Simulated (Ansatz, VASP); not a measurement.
**MgZrC in VASP and in Ansatz**

```
CELL_PARAMETERS angstrom
3.84342 0.00000 0.00000
-1.92171 3.32850 0.00000
0.00000 0.00000 4.27504
ATOMIC_POSITIONS crystal
Mg 0.00000 0.00000 0.00000
Zr 0.66667 0.33333 0.50000
C 0.33333 0.66667 0.50000
```

Change from the starting cell: species swapped into the SrAlGe type (P-6m2, No. 187).

Alike in both runs: task relaxation of cell and atoms; functional PBE; k mesh 12 × 12 × 12; occupations gaussian, width 0.1 eV; no spin polarisation.

|  | VASP | Ansatz |
| --- | --- | --- |
| version | VASP 6.6.1 | Ansatz 0.2.0 |
| potentials or method | VASP PAW PBE potentials, release 64 (Mg, Zr_sv, C), cutoff 600 eV | scalar-relativistic, plane waves, PAW |
| valence electrons in the cell | 18 | 26 |

VASP gave:

| Quantity | Value |
| --- | --- |
| gap on the k mesh at the Fermi level, each at its own relaxed structure (eV) | none |
| relaxed volume (Å³/atom) | 18.70 |
| relaxed length of the cell vector where the two differ most in proportion (Å) | 4.653 |

Task: What did Ansatz give for the same quantities?

Result: gap on the k mesh at the Fermi level, each at its own relaxed structure (eV): none; relaxed volume (Å³/atom): 18.73; relaxed length of the cell vector where the two differ most in proportion (Å): 4.663.

A gap of «none» marks a metal or a gap that the smearing closes. VASP's potentials hold 18 valence electrons a cell and Ansatz's 26, so a difference there can come from the potentials and not from the codes.
